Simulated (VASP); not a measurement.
# Sn (Im-3m) in VASP: further runs, part 2 of 3

VASP 6.6.1. Earlier steps stand in the parts before.

## 3. Single point, PBE

INCAR reads:

```
ALGO = Normal ; EDIFF = 1E-6
ENCUT = 520 ; GGA = PE
ISIF = 2 ; ISMEAR = -1
LASPH = T ; LCHARG = F
LREAL = F ; LWAVE = F
NBANDS = 13 ; NELM = 100
PREC = Accurate ; SIGMA = 0.05
```

KPOINTS reads:

```
k-points
0
Gamma
  16 16 16
```

POSCAR reads:

```
Sn
1.0
   -1.6801244850      1.6801244850      1.6801244850
    1.6801244850     -1.6801244850      1.6801244850
    1.6801244850      1.6801244850     -1.6801244850
Sn
1
Direct
    0.0000000000      0.0000000000      0.0000000000
```

Potentials or basis: VASP PAW PBE potentials, release 64 (Sn_d).

Run with:

```console
cat potpaw_PBE.64/Sn_d/POTCAR > POTCAR
mpirun -np 1 vasp_std > vasp.out
```

OUTCAR:

```text
EDIFF = 1E-6
   ENCUT = 520
   GGA = PE
   ISIF = 2
   ISMEAR = -1
   LASPH = T
   LREAL = F
   NELM = 100
   PREC = Accurate

 ion  position               nearest neighbor table
   1  0.000  0.000  0.000-

  LATTYP: Found a body centered cubic cell.
 ALAT       =     3.3602489700

  Lattice vectors:

 A1 = (  -1.6801244850,   1.6801244850,   1.6801244850)
 A2 = (   1.6801244850,  -1.6801244850,   1.6801244850)
 A3 = (   1.6801244850,   1.6801244850,  -1.6801244850)

Analysis of symmetry for initial positions (statically):
=====================================================================
 Subroutine PRICEL returns:
 Original cell was already a primitive cell.

 Routine SETGRP: Setting up the symmetry group for a
 body centered cubic supercell.

 Subroutine GETGRP returns: Found 48 space group operations
 (whereof 48 operations were pure point group operations)
 out of a pool of 48 trial point group operations.

The static configuration has the point symmetry O_h .

Analysis of symmetry for dynamics (positions and initial velocities):
[... 159 lines left out ...]
 val. band max:       13.2879706353   @ k =   0.2500   0.0625   0.0625
 cond. band min:      13.3812392539   @ k =   0.2500   0.1250   0.0000
 fundamental gap:      0.0932686186
 Fermi energy:        13.2972576072

 k-point     1 :       0.0000    0.0000    0.0000
  band No.  band energies     occupation
      1      -8.7415      2.00000
      2      -8.7415      2.00000
      3      -8.7415      2.00000
      4      -8.3549      2.00000
      5      -8.3549      2.00000
      6      -0.9479      2.00000
      7      25.2806      0.00000
      8      25.2806      0.00000
      9      25.2806      0.00000
     10      25.9173      0.00000
     11      25.9173      0.00000
     12      25.9173      0.00000
     13      29.2115      0.00000
[... 354 lines left out ...]
  band No.  band energies     occupation
      1      -8.8176      2.00000
      2      -8.6792      2.00000
      3      -8.4160      2.00000
      4      -8.3941      2.00000
      5      -8.2694      2.00000
      6       3.3813      2.00000
      7      12.4901      2.00000
      8      14.5659      0.00000
      9      19.3687      0.00000
     10      25.3153      0.00000
     11      26.8729      0.00000
     12      29.8200      0.00000
     13      32.8971      0.00000

 [... further k-points ...]
[... 5 lines left out ...]
  --------------------------------------------------------------------------------------
  -------------------------------------------------------------------------------------
  Total        5.2077575      5.2077575      5.2077575      0.0000000      0.0000000     -0.0000000
  in kB      439.8220161    439.8220161    439.8220161      0.0000000      0.0000000     -0.0000000
  external PRESSURE =     439.8220161 kB  Pullay stress =       0.0000000 kB

 VOLUME and BASIS-vectors are now :
 -----------------------------------------------------------------------------
  energy-cutoff  :      520.00
  volume of cell :       18.97
      direct lattice vectors                 reciprocal lattice vectors
    -1.680124485  1.680124485  1.680124485     0.000000000  0.297596996  0.297596996
     1.680124485 -1.680124485  1.680124485     0.297596996  0.000000000  0.297596996
     1.680124485  1.680124485 -1.680124485     0.297596996  0.297596996  0.000000000

 POSITION                                       TOTAL-FORCE (eV/Angst)
 -----------------------------------------------------------------------------------
      0.00000      0.00000      0.00000         0.000000      0.000000      0.000000
 -----------------------------------------------------------------------------------
    total drift:                               -0.000000      0.000000      0.000000

  FREE ENERGIE OF THE ION-ELECTRON SYSTEM (eV)
  ---------------------------------------------------
  free  energy   TOTEN  =        -2.9438060998 eV

  energy  without entropy=       -2.9395458201  energy(sigma->0) =       -2.94167596
```

OSZICAR:

```text
N       E                     dE             d eps       ncg     rms          rms(c)
DAV:   1     0.799197446985E+02    0.79920E+02   -0.69851E+03  3945   0.181E+03
DAV:   2     0.171174488102E+01   -0.78208E+02   -0.75322E+02  4070   0.347E+02
DAV:   3    -0.291175393335E+01   -0.46235E+01   -0.46083E+01  4531   0.692E+01
DAV:   4    -0.298753285118E+01   -0.75779E-01   -0.75764E-01  4438   0.905E+00
DAV:   5    -0.298954149733E+01   -0.20086E-02   -0.20086E-02  4740   0.147E+00    0.266E+00
DAV:   6    -0.295897568963E+01    0.30566E-01   -0.14325E-02  4814   0.261E+00    0.149E+00
DAV:   7    -0.294435282918E+01    0.14623E-01   -0.10874E-02  5694   0.214E+00    0.151E-01
DAV:   8    -0.294380905268E+01    0.54378E-03   -0.83612E-04  4650   0.551E-01    0.280E-02
DAV:   9    -0.294380647544E+01    0.25772E-05   -0.18249E-05  5013   0.653E-02    0.130E-02
DAV:  10    -0.294380609979E+01    0.37564E-06   -0.75927E-07  3285   0.102E-02
   1 F= -.29438061E+01 E0= -.29416760E+01  d E =-.426028E-02
```

stdout:

```text
POSCAR found type information on POSCAR Sn
 POSCAR found :  1 types and       1 ions
 scaLAPACK will be used
 LDA part: xc-table for (Slater+PW92), standard interpolation
 POSCAR, INCAR and KPOINTS ok, starting setup
 FFT: planning ... GRIDC
 FFT: planning ... GRID_SOFT
 FFT: planning ... GRID
 WAVECAR not read
 entering main loop
```

Wall time 16 s (1 thread of AMD EPYC 9R45 (Zen 5), shared host); peak memory 0.13 GiB.

Results:

```yaml
Free_energy: -2.9438 eV
Pressure: 44.0 GPa
Band_gap_on_the_k_mesh: zero (band 7 reaches 25.28 eV, above the bottom of band 8 at 9.60 eV)
```

Levels at points of the mesh, in eV from the Fermi level:
| k point | band 3 | band 4 | band 5 | band 6 | band 7 | band 8 | band 9 | band 10 | band 11 | band 12 |
| --- | --- | --- | --- | --- | --- | --- | --- | --- | --- | --- |
| (0.00, 0.00, 0.00) | -22.04 | -21.65 | -21.65 | -14.25 | 11.98 | 11.98 | 11.98 | 12.62 | 12.62 | 12.62 |
| (0.50, 0.00, 0.00) | -21.67 | -21.66 | -21.41 | -6.88 | -6.59 | 4.99 | 6.49 | 9.74 | 10.48 | 17.92 |
| (0.50, 0.50, 0.50) | -21.47 | -21.47 | -21.47 | -0.98 | -0.98 | -0.98 | 0.14 | 3.80 | 3.80 | 20.02 |

Caveat: spin-orbit coupling is left out, which moves the levels of the heavy elements.

## 4. Single point, PBE

INCAR reads:

```
SYSTEM = Sn
PREC = Accurate ; ENCUT = 520
EDIFF = 1E-7 ; ISMEAR = -1
SIGMA = 0.05 ; LREAL = .FALSE.
LASPH = .TRUE. ; NELM = 60
ALGO = Normal ; ISIF = 2
LWAVE = .FALSE. ; LCHARG = .FALSE.
GGA = PE ; NBANDS = 13
```

KPOINTS reads:

```
regular mesh
0
G
  16 16 16
  0 0 0
```

POSCAR reads:

```
Sn
1.0
   -1.6800115529      1.6800115529      1.6800115529
    1.6800115529     -1.6800115529      1.6800115529
    1.6800115529      1.6800115529     -1.6800115529
Sn
1
Direct
    0.0000000000      0.0000000000      0.0000000000
```

Potentials or basis: VASP PAW PBE potentials, release 64 (Sn_d).

Run with:

```console
cat potpaw_PBE.64/Sn_d/POTCAR > POTCAR
mpirun -np 1 vasp_std > vasp.out
```

OUTCAR:

```text
SYSTEM = Sn
   PREC = Accurate
   ENCUT = 520
   EDIFF = 1E-7
   ISMEAR = -1
   LREAL = .FALSE.
   LASPH = .TRUE.
   NELM = 60
   ISIF = 2
   GGA = PE

 ion  position               nearest neighbor table
   1  0.000  0.000  0.000-

  LATTYP: Found a body centered cubic cell.
 ALAT       =     3.3600231058

  Lattice vectors:

 A1 = (  -1.6800115529,   1.6800115529,   1.6800115529)
 A2 = (   1.6800115529,  -1.6800115529,   1.6800115529)
 A3 = (   1.6800115529,   1.6800115529,  -1.6800115529)

Analysis of symmetry for initial positions (statically):
=====================================================================
 Subroutine PRICEL returns:
 Original cell was already a primitive cell.

 Routine SETGRP: Setting up the symmetry group for a
 body centered cubic supercell.

 Subroutine GETGRP returns: Found 48 space group operations
 (whereof 48 operations were pure point group operations)
 out of a pool of 48 trial point group operations.

The static configuration has the point symmetry O_h .

Analysis of symmetry for dynamics (positions and initial velocities):
=====================================================================
 Subroutine PRICEL returns:
 Original cell was already a primitive cell.

 Routine SETGRP: Setting up the symmetry group for a
 body centered cubic supercell.

 Subroutine GETGRP returns: Found 48 space group operations
 (whereof 48 operations were pure point group operations)
 out of a pool of 48 trial point group operations.

The dynamic configuration has the point symmetry O_h .

 Subroutine INISYM returns: Found 48 space group operations
 (whereof 48 operations are pure point group operations),
 and found     1 'primitive' translations

----------------------------------------------------------------------------------------

                                     Primitive cell

  volume of cell :      18.9669

  direct lattice vectors                    reciprocal lattice vectors
    -1.680011553  1.680011553  1.680011553     0.000000000  0.297617001  0.297617001
     1.680011553 -1.680011553  1.680011553     0.297617001  0.000000000  0.297617001
     1.680011553  1.680011553 -1.680011553     0.297617001  0.297617001  0.000000000

  length of vectors
     2.909865367  2.909865367  2.909865367     0.420893999  0.420893999  0.420893999

  position of ions in fractional coordinates (direct lattice)
     0.000000000  0.000000000  0.000000000

  ion indices of the primitive-cell ions
   primitive index   ion index
                 1           1

----------------------------------------------------------------------------------------

 KPOINTS: regular mesh

Automatic generation of k-mesh.
 Grid dimensions read from file:
 generate k-points for:   16   16   16

 Generating k-lattice:

  Cartesian coordinates                     Fractional coordinates (reciprocal lattice)
     0.000000000  0.018601063  0.018601063     0.062500000  0.000000000  0.000000000
     0.018601063  0.000000000  0.018601063     0.000000000  0.062500000  0.000000000
     0.018601063  0.018601063  0.000000000     0.000000000  0.000000000  0.062500000

  Length of vectors
     0.026305875  0.026305875  0.026305875

  Shift w.r.t. Gamma in fractional coordinates (k-lattice)
     0.000000000  0.000000000  0.000000000

 Subroutine IBZKPT returns following result:
 ===========================================

 Found    145 irreducible k-points:

 Following reciprocal coordinates:
            Coordinates               Weight
  0.000000  0.000000  0.000000      1.000000
  0.062500  0.000000  0.000000     12.000000
  0.125000  0.000000  0.000000     12.000000
  0.187500  0.000000  0.000000     12.000000
  0.250000  0.000000  0.000000     12.000000
  0.312500  0.000000  0.000000     12.000000
[... 16 lines left out ...]
  0.187500  0.187500  0.000000     24.000000
  0.250000  0.187500  0.000000     48.000000
 [... further k-points ...]
   k-points           NKPTS =    145   k-points in BZ     NKDIM =    145   number of bands    NBANDS=     13
   number of dos      NEDOS =    301   number of ions     NIONS =      1
   total plane-waves  NPLWV =  13824
   dimension x,y,z NGX =    24 NGY =   24 NGZ =   24
   dimension x,y,z NGXF=    48 NGYF=   48 NGZF=   48
   ions per type =               1
   NGX,Y,Z   is equivalent  to a cutoff of  13.71, 13.71, 13.71 a.u.
   NGXF,Y,Z  is equivalent  to a cutoff of  27.42, 27.42, 27.42 a.u.
 SYSTEM =  Sn
   PREC   = accura    normal or accurate (medium, high low for compatibility)
   ISTART =      0    job   : 0-new  1-cont  2-samecut
   ICHARG =      2    charge: 1-file 2-atom 10-const
   ISPIN  =      1    spin polarized calculation?
   LNONCOLLINEAR =      F non collinear calculations
   LSORBIT =      F    spin-orbit coupling
   LASPH  =      T    aspherical Exc in radial PAW
   ENCUT  =  520.0 eV  38.22 Ry    6.18 a.u.   5.41  5.41  5.41*2*pi/ulx,y,z
   NELM   =     60;   NELMIN=  2; NELMDL= -5     # of ELM steps
   EDIFF  = 0.1E-06   stopping-criterion for ELM
   LREAL  =      F    real-space projection
   EDIFFG = 0.1E-05   stopping-criterion for IOM
   NSW    =      0    number of steps for IOM
   IBRION =     -1    ionic relax: 0-MD 1-quasi-New 2-CG
   NFREE  =      0    steps in history (QN), initial steepest desc. (CG)
   ISIF   =      2    stress and relaxation
   ISYM   =      2    0-nonsym 1-usesym 2-fastsym
   POTIM  = 0.5000    time-step for ionic-motion
   TEBEG  =    0.0;   TEEND  =   0.0 temperature during run
   PSTRESS=    0.0 pullay stress
   NELECT =      14.0000    total number of electrons
   NUPDOWN=      -1.0000    fix difference up-down
   EMIN   =  10.00;   EMAX   =-10.00  energy-range for DOS
   EFERMI =   0.00;   METHOD = LEGACY
   ISMEAR =    -1;   SIGMA  =   0.05  broadening in eV -4-tet -1-fermi 0-gaus
   EFERMI_NEDOS =   21; number of points for ismear=-14 and -15
   IALGO  =     38    algorithm
   IMIX   =      4    mixing-type and parameters
     AMIX     =   0.40;   BMIX     =  1.00
     AMIX_MAG =   1.60;   BMIX_MAG =  1.00
  volume/ion in A,a.u.               =      18.97       128.00
  Fermi-wavevector in a.u.,A,eV,Ry     =   1.479512  2.795873 29.782563  2.188957
  Thomas-Fermi vector in A             =   2.593661
   LORBIT       =      0    0 simple, 1 ext, 2 COOP (PROOUT), +10 PAW based schemes
   GGA     = PE    functional components
   LHFCALC =     F    Hartree Fock is set to
   AEXX    =    0.0000 exact exchange contribution
   IVDW    =     0    specifies the selected vdW correction
   LEPSILON=     F    determine dielectric tensor
   LRPA    =     F    only Hartree local field effects (RPA)
 non-spin polarized calculation
  energy-cutoff  :      520.00
  volume of cell :       18.97
 maximum number of plane-waves:       533
 NGX is ok and might be reduce to    24
   NGX = 11   NGY = 11   NGZ = 11

 number of electron      14.0000002 magnetization

 Free energy of the ion-electron system (eV)
  ---------------------------------------------------
  ext. energy  EPLUGINS =         0.00000000
  ---------------------------------------------------
  free energy    TOTEN  =        -2.94275440 eV

  energy without entropy =       -2.93849588  energy(sigma->0) =       -2.94062514

 E-fermi :  13.3008     XC(G=0): -12.1749

 val. band max:       13.2916263796   @ k =   0.2500   0.0625   0.0625
 cond. band min:      13.3849169232   @ k =   0.2500   0.1250   0.0000
 fundamental gap:      0.0932905436
 Fermi energy:        13.3007757291

 k-point     1 :       0.0000    0.0000    0.0000
  band No.  band energies     occupation
      1      -8.7383      2.00000
      2      -8.7383      2.00000
      3      -8.7383      2.00000
      4      -8.3515      2.00000
      5      -8.3515      2.00000
      6      -0.9466      2.00000
      7      25.2868      0.00000
      8      25.2868      0.00000
      9      25.2868      0.00000
     10      25.9209      0.00000
     11      25.9209      0.00000
     12      25.9209      0.00000
     13      29.2171      0.00000

 k-point     2 :       0.0625    0.0000    0.0000
  band No.  band energies     occupation
      1      -8.7441      2.00000
      2      -8.7325      2.00000
      3      -8.7157      2.00000
      4      -8.3579      2.00000
      5      -8.3519      2.00000
      6      -0.8325      2.00000
      7      23.8397      0.00000
      8      24.6024      0.00000
      9      24.8544      0.00000
     10      25.5444      0.00000
     11      25.6383      0.00000
[... 339 lines left out ...]
 k-point    24 :       0.2500    0.1875    0.0000
  band No.  band energies     occupation
      1      -8.8146      2.00000
      2      -8.6761      2.00000
      3      -8.4127      2.00000
      4      -8.3908      2.00000
      5      -8.2660      2.00000
      6       3.3834      2.00000
      7      12.4937      2.00000
      8      14.5695      0.00000
      9      19.3730      0.00000
     10      25.3198      0.00000
     11      26.8781      0.00000
     12      29.8253      0.00000
     13      32.9012      0.00000

 [... further k-points ...]
[... 5 lines left out ...]
  --------------------------------------------------------------------------------------
  -------------------------------------------------------------------------------------
  Total        5.2068988      5.2068988      5.2068988     -0.0000000      0.0000000     -0.0000000
  in kB      439.8381756    439.8381756    439.8381756     -0.0000000      0.0000000     -0.0000000
  external PRESSURE =     439.8381756 kB  Pullay stress =       0.0000000 kB

 VOLUME and BASIS-vectors are now :
 -----------------------------------------------------------------------------
  energy-cutoff  :      520.00
  volume of cell :       18.97
      direct lattice vectors                 reciprocal lattice vectors
    -1.680011553  1.680011553  1.680011553     0.000000000  0.297617001  0.297617001
     1.680011553 -1.680011553  1.680011553     0.297617001  0.000000000  0.297617001
     1.680011553  1.680011553 -1.680011553     0.297617001  0.297617001  0.000000000

 POSITION                                       TOTAL-FORCE (eV/Angst)
 -----------------------------------------------------------------------------------
      0.00000      0.00000      0.00000         0.000000      0.000000      0.000000
 -----------------------------------------------------------------------------------
    total drift:                               -0.000000      0.000000      0.000000

  FREE ENERGIE OF THE ION-ELECTRON SYSTEM (eV)
  ---------------------------------------------------
  free  energy   TOTEN  =        -2.9427544030 eV

  energy  without entropy=       -2.9384958799  energy(sigma->0) =       -2.94062514
```

OSZICAR:

```text
N       E                     dE             d eps       ncg     rms          rms(c)
DAV:   1     0.776156153653E+02    0.77616E+02   -0.70138E+03  3949   0.183E+03
DAV:   2     0.156924789715E+01   -0.76046E+02   -0.73154E+02  3995   0.339E+02
DAV:   3    -0.290969851450E+01   -0.44789E+01   -0.44447E+01  4540   0.673E+01
DAV:   4    -0.298636920905E+01   -0.76671E-01   -0.76648E-01  4410   0.911E+00
DAV:   5    -0.298852361406E+01   -0.21544E-02   -0.21544E-02  4815   0.151E+00    0.266E+00
DAV:   6    -0.295794136985E+01    0.30582E-01   -0.14257E-02  4793   0.261E+00    0.149E+00
DAV:   7    -0.294330075834E+01    0.14641E-01   -0.10921E-02  5726   0.214E+00    0.151E-01
DAV:   8    -0.294275796734E+01    0.54279E-03   -0.84429E-04  4630   0.555E-01    0.283E-02
DAV:   9    -0.294275454095E+01    0.34264E-05   -0.19143E-05  5131   0.690E-02    0.132E-02
DAV:  10    -0.294275423812E+01    0.30283E-06   -0.88530E-07  4520   0.104E-02    0.105E-03
DAV:  11    -0.294275455618E+01   -0.31806E-06   -0.15378E-08  3195   0.203E-03    0.667E-04
DAV:  12    -0.294275438993E+01    0.16625E-06   -0.83793E-09  2470   0.179E-03    0.395E-05
DAV:  13    -0.294275440299E+01   -0.13060E-07   -0.11357E-09  2360   0.479E-04
   1 F= -.29427544E+01 E0= -.29406251E+01  d E =-.425852E-02
```

stdout:

```text
POSCAR found type information on POSCAR Sn
 POSCAR found :  1 types and       1 ions
 scaLAPACK will be used
 LDA part: xc-table for (Slater+PW92), standard interpolation
 POSCAR, INCAR and KPOINTS ok, starting setup
 FFT: planning ... GRIDC
 FFT: planning ... GRID_SOFT
 FFT: planning ... GRID
 WAVECAR not read
 entering main loop
```

Run time: 19 s. Hardware: 1 thread of AMD EPYC 9R45 (Zen 5), shared host; peak memory 0.13 GiB.

What came out:

```
Free energy            : -2.9428 eV
Pressure               : 44.0 GPa
Band gap on the k mesh : zero (band 7 reaches 25.29 eV, above the bottom of band 8 at 9.61 eV)
```

Levels at points of the mesh, in eV from the Fermi level:
```csv
k point,band 3,band 4,band 5,band 6,band 7,band 8,band 9,band 10,band 11,band 12
"(0.00, 0.00, 0.00)",-22.04,-21.65,-21.65,-14.25,11.99,11.99,11.99,12.62,12.62,12.62
"(0.50, 0.00, 0.00)",-21.67,-21.66,-21.41,-6.88,-6.59,4.99,6.49,9.74,10.48,17.92
"(0.50, 0.50, 0.50)",-21.47,-21.47,-21.47,-0.99,-0.99,-0.99,0.14,3.80,3.80,20.02
```

Caveat: spin-orbit coupling is left out, which moves the levels of the heavy elements.

(Continued in part 3 of 3.)
